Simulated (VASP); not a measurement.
# GaP in VASP: a series of runs

The runs below take GaP through single point, relaxation of the atoms, with PBE.

Everything below comes from runs of VASP 6.6.1. Logs are shortened: lines on timing, memory, paths and dates and some standing lists are left out, and cuts for length are marked.

## (1) The cell of the first run

The structure is tetragonal, space group I-4m2 (No. 119). Conventional cell: a = 3.854 Å, b = 3.854 Å, c = 5.287 Å, α = 90.00°, β = 90.00°, γ = 90.00°. Within 3.1 Å of Ga (site symmetry -4m2) lie 4 P at 2.34 Å. P (site symmetry -4m2) has 4 Ga at 2.34 Å within 3.1 Å.

## (2) Single point, PBE (z stretched by -3 %, then relaxed in part)

File INCAR:

```
  PREC = Accurate
  ENCUT = 520
  EDIFF = 1E-6
  ISMEAR = -1
  SIGMA = 0.02
  LREAL = F
  LASPH = T
  NELM = 60
  ALGO = Normal
  ISIF = 2
  LWAVE = F
  LCHARG = T
  GGA = PE
  LELF = T
  LVHAR = T
  NBANDS = 16
```

File KPOINTS:

```
regular mesh
0
Gamma
  14 14 14
```

File POSCAR:

```
GaP
1.0
    0.0000000000      2.7252500000      2.6434925000
    2.7252500000      0.0000000000      2.6434925000
    2.7252500000      2.7252500000      0.0000000000
Ga P
1 1
Direct
    0.0000000000      0.0000000000      0.0000000000
    0.2500000000      0.2500000000      0.2500000000
```

Potentials or basis: VASP PAW PBE potentials, release 64 (Ga_d, P).

The run is started by

```console
> cat potpaw_PBE.64/Ga_d/POTCAR potpaw_PBE.64/P/POTCAR > POTCAR
> mpirun -np 1 vasp_std > vasp.out
```

OUTCAR:

```text
PREC = Accurate
   ENCUT = 520
   EDIFF = 1E-6
   ISMEAR = -1
   LREAL = F
   LASPH = T
   NELM = 60
   ISIF = 2
   GGA = PE

 ion  position               nearest neighbor table
   1  0.000  0.000  0.000-   2 2.34   2 2.34   2 2.34   2 2.34
   2  0.250  0.250  0.250-   1 2.34   1 2.34   1 2.34   1 2.34

  LATTYP: Found a body centered tetragonal cell.
 ALAT       =     3.8540855109
 C/A-ratio  =     1.3717871555

  Lattice vectors:

 A1 = (   0.0000000000,  -2.7252500000,  -2.6434925000)
 A2 = (   0.0000000000,   2.7252500000,  -2.6434925000)
 A3 = (   2.7252500000,   0.0000000000,   2.6434925000)

Analysis of symmetry for initial positions (statically):
=====================================================================
 Subroutine PRICEL returns:
 Original cell was already a primitive cell.

 Routine SETGRP: Setting up the symmetry group for a
 body centered tetragonal supercell.

 Subroutine GETGRP returns: Found  8 space group operations
 (whereof  8 operations were pure point group operations)
 out of a pool of 16 trial point group operations.

The static configuration has the point symmetry D_2d.

Analysis of symmetry for dynamics (positions and initial velocities):
=====================================================================
 Subroutine PRICEL returns:
 Original cell was already a primitive cell.

 Routine SETGRP: Setting up the symmetry group for a
 body centered tetragonal supercell.

 Subroutine GETGRP returns: Found  8 space group operations
 (whereof  8 operations were pure point group operations)
 out of a pool of 16 trial point group operations.

The dynamic configuration has the point symmetry D_2d.

 Subroutine INISYM returns: Found  8 space group operations
 (whereof  8 operations are pure point group operations),
 and found     1 'primitive' translations

----------------------------------------------------------------------------------------

                                     Primitive cell

  volume of cell :      39.2664

  direct lattice vectors                    reciprocal lattice vectors
     0.000000000  2.725250000  2.643492500    -0.183469406  0.183469406  0.189143718
     2.725250000  0.000000000  2.643492500     0.183469406 -0.183469406  0.189143718
     2.725250000  2.725250000  0.000000000     0.183469406  0.183469406 -0.189143718

  length of vectors
     3.796714390  3.796714390  3.854085511     0.321087826  0.321087826  0.321087826

  position of ions in fractional coordinates (direct lattice)
     0.000000000  0.000000000  0.000000000
     0.250000000  0.250000000  0.250000000

  ion indices of the primitive-cell ions
   primitive index   ion index
                 1           1
                 2           2

----------------------------------------------------------------------------------------

 KPOINTS: regular mesh

Automatic generation of k-mesh.
 Grid dimensions read from file:
 generate k-points for:   14   14   14

 Generating k-lattice:

  Cartesian coordinates                     Fractional coordinates (reciprocal lattice)
    -0.013104958  0.013104958  0.013510266     0.071428571  0.000000000  0.000000000
     0.013104958 -0.013104958  0.013510266     0.000000000  0.071428571  0.000000000
     0.013104958  0.013104958 -0.013510266    -0.000000000 -0.000000000  0.071428571

  Length of vectors
     0.022934845  0.022934845  0.022934845

  Shift w.r.t. Gamma in fractional coordinates (k-lattice)
     0.000000000  0.000000000  0.000000000

 Subroutine IBZKPT returns following result:
 ===========================================

 Found    244 irreducible k-points:

 Following reciprocal coordinates:
            Coordinates               Weight
  0.000000  0.000000  0.000000      1.000000
  0.071429  0.000000  0.000000      8.000000
  0.142857 -0.000000  0.000000      8.000000
  0.214286  0.000000  0.000000      8.000000
  0.285714 -0.000000  0.000000      8.000000
  0.357143 -0.000000  0.000000      8.000000
[... 16 lines left out ...]
  0.214286  0.142857  0.000000      8.000000
  0.285714  0.142857  0.000000      8.000000
 [... further k-points ...]
   k-points           NKPTS =    244   k-points in BZ     NKDIM =    244   number of bands    NBANDS=     16
   number of dos      NEDOS =    301   number of ions     NIONS =      2
   total plane-waves  NPLWV =  23520
   dimension x,y,z NGX =    28 NGY =   28 NGZ =   30
   dimension x,y,z NGXF=    56 NGYF=   56 NGZF=   60
   ions per type =               1   1
   NGX,Y,Z   is equivalent  to a cutoff of  12.26, 12.26, 12.94 a.u.
   NGXF,Y,Z  is equivalent  to a cutoff of  24.52, 24.52, 25.88 a.u.
 SYSTEM =  unknown system
   PREC   = accura    normal or accurate (medium, high low for compatibility)
   ISTART =      0    job   : 0-new  1-cont  2-samecut
   ICHARG =      2    charge: 1-file 2-atom 10-const
   ISPIN  =      1    spin polarized calculation?
   LNONCOLLINEAR =      F non collinear calculations
   LSORBIT =      F    spin-orbit coupling
   LASPH  =      T    aspherical Exc in radial PAW
   ENCUT  =  520.0 eV  38.22 Ry    6.18 a.u.   7.06  7.06  7.17*2*pi/ulx,y,z
   NELM   =     60;   NELMIN=  2; NELMDL= -5     # of ELM steps
   EDIFF  = 0.1E-05   stopping-criterion for ELM
   LREAL  =      F    real-space projection
   EDIFFG = 0.1E-04   stopping-criterion for IOM
   NSW    =      0    number of steps for IOM
   IBRION =     -1    ionic relax: 0-MD 1-quasi-New 2-CG
   NFREE  =      0    steps in history (QN), initial steepest desc. (CG)
   ISIF   =      2    stress and relaxation
   ISYM   =      2    0-nonsym 1-usesym 2-fastsym
   POTIM  = 0.5000    time-step for ionic-motion
   TEBEG  =    0.0;   TEEND  =   0.0 temperature during run
   PSTRESS=    0.0 pullay stress
   NELECT =      18.0000    total number of electrons
   NUPDOWN=      -1.0000    fix difference up-down
   EMIN   =  10.00;   EMAX   =-10.00  energy-range for DOS
   EFERMI =   0.00;   METHOD = LEGACY
   ISMEAR =    -1;   SIGMA  =   0.02  broadening in eV -4-tet -1-fermi 0-gaus
   EFERMI_NEDOS =   21; number of points for ismear=-14 and -15
   IALGO  =     38    algorithm
   IMIX   =      4    mixing-type and parameters
     AMIX     =   0.40;   BMIX     =  1.00
     AMIX_MAG =   1.60;   BMIX_MAG =  1.00
  volume/ion in A,a.u.               =      19.63       132.49
  Fermi-wavevector in a.u.,A,eV,Ry     =   1.262289  2.385380 21.679157  1.593373
  Thomas-Fermi vector in A             =   2.395705
   LORBIT       =      0    0 simple, 1 ext, 2 COOP (PROOUT), +10 PAW based schemes
   GGA     = PE    functional components
   LHFCALC =     F    Hartree Fock is set to
   AEXX    =    0.0000 exact exchange contribution
   IVDW    =     0    specifies the selected vdW correction
   LEPSILON=     F    determine dielectric tensor
   LRPA    =     F    only Hartree local field effects (RPA)
 non-spin polarized calculation
  energy-cutoff  :      520.00
  volume of cell :       39.27
 maximum number of plane-waves:      1073
   NGX = 15   NGY = 15   NGZ = 15

 number of electron      17.9999995 magnetization

 Free energy of the ion-electron system (eV)
  ---------------------------------------------------
  ext. energy  EPLUGINS =         0.00000000
  ---------------------------------------------------
  free energy    TOTEN  =        -9.08383686 eV

  energy without entropy =       -9.08383686  energy(sigma->0) =       -9.08383686

 E-fermi :   5.4733     XC(G=0):  -9.9743

 val. band max:        5.0776756150   @ k =   0.0000   0.0000   0.0000
 cond. band min:       6.3261067482   @ k =   0.4286   0.4286   0.0000
 fundamental gap:      1.2484311332
 Fermi energy:         5.4733330898

 k-point     1 :       0.0000    0.0000    0.0000
  band No.  band energies     occupation
      1      -9.6405      2.00000
      2      -9.6405      2.00000
      3      -9.6313      2.00000
      4      -9.5308      2.00000
      5      -9.5263      2.00000
      6      -7.7558      2.00000
[... 8 lines left out ...]
     15      14.5193      0.00000
     16      15.0602      0.00000

 k-point     2 :       0.0714    0.0000    0.0000
  band No.  band energies     occupation
      1      -9.6445      2.00000
      2      -9.6387      2.00000
      3      -9.6312      2.00000
      4      -9.5309      2.00000
      5      -9.5262      2.00000
      6      -7.6862      2.00000
[... 8 lines left out ...]
     15      14.2585      0.00000
     16      14.7504      0.00000

 k-point     3 :       0.1429   -0.0000    0.0000
  band No.  band energies     occupation
      1      -9.6583      2.00000
      2      -9.6339      2.00000
      3      -9.6275      2.00000
      4      -9.5311      2.00000
      5      -9.5259      2.00000
      6      -7.4813      2.00000
[... 8 lines left out ...]
     15      14.2147      0.00000
     16      15.0209      0.00000

 k-point     4 :       0.2143    0.0000    0.0000
  band No.  band energies     occupation
      1      -9.6778      2.00000
      2      -9.6274      2.00000
      3      -9.6215      2.00000
      4      -9.5309      2.00000
      5      -9.5247      2.00000
      6      -7.1522      2.00000
[... 8 lines left out ...]
     15      13.9738      0.00000
     16      15.1830      0.00000
[... 324 lines left out ...]
 k-point    22 :       0.1429    0.1429    0.0000
  band No.  band energies     occupation
      1      -9.6653      2.00000
      2      -9.6273      2.00000
      3      -9.6273      2.00000
      4      -9.5379      2.00000
      5      -9.5212      2.00000
      6      -7.3772      2.00000
[... 8 lines left out ...]
     15      14.8605      0.00000
     16      15.6413      0.00000

 k-point    23 :       0.2143    0.1429    0.0000
  band No.  band energies     occupation
      1      -9.6814      2.00000
      2      -9.6207      2.00000
      3      -9.6204      2.00000
      4      -9.5410      2.00000
      5      -9.5188      2.00000
      6      -7.1287      2.00000
[... 8 lines left out ...]
     15      14.9454      0.00000
     16      16.3794      0.00000

 k-point    24 :       0.2857    0.1429    0.0000
  band No.  band energies     occupation
      1      -9.6985      2.00000
      2      -9.6144      2.00000
      3      -9.6134      2.00000
      4      -9.5427      2.00000
      5      -9.5162      2.00000
      6      -6.7649      2.00000
[... 8 lines left out ...]
     15      15.2013      0.00000
     16      16.4728      0.00000

 [... further k-points ...]
[... 5 lines left out ...]
  --------------------------------------------------------------------------------------
  -------------------------------------------------------------------------------------
  Total        1.1118712      1.1118712      1.6286533      0.0000000      0.0000000      0.0000000
  in kB       45.3674427     45.3674427     66.4535889      0.0000000      0.0000000      0.0000000
  external PRESSURE =      52.3961581 kB  Pullay stress =       0.0000000 kB

 VOLUME and BASIS-vectors are now :
 -----------------------------------------------------------------------------
  energy-cutoff  :      520.00
  volume of cell :       39.27
      direct lattice vectors                 reciprocal lattice vectors
     0.000000000  2.725250000  2.643492500    -0.183469406  0.183469406  0.189143718
     2.725250000  0.000000000  2.643492500     0.183469406 -0.183469406  0.189143718
     2.725250000  2.725250000  0.000000000     0.183469406  0.183469406 -0.189143718

 POSITION                                       TOTAL-FORCE (eV/Angst)
 -----------------------------------------------------------------------------------
      0.00000      0.00000      0.00000         0.000000      0.000000      0.000000
      1.36262      1.36262      1.32175         0.000000      0.000000     -0.000000
 -----------------------------------------------------------------------------------
    total drift:                               -0.000001     -0.000001      0.000005

  FREE ENERGIE OF THE ION-ELECTRON SYSTEM (eV)
  ---------------------------------------------------
  free  energy   TOTEN  =        -9.0838368570 eV

  energy  without entropy=       -9.0838368570  energy(sigma->0) =       -9.08383686
```

Wall time 51 s (1 thread of Intel Xeon 6975P-C (Granite Rapids), shared host); peak memory 0.27 GiB.

What came out:

| Quantity | Value |
| --- | --- |
| Free energy | -9.0838 eV |
| Pressure | 5.2 GPa |
| Band gap on the k mesh | 1.25 eV, indirect (least direct gap 1.96 eV) |

Caveat: the cell differs from its parent crystal (z stretched by -3 %, then relaxed in part). A k mesh can miss the band edges.

(Continued in part 2 of 2.)
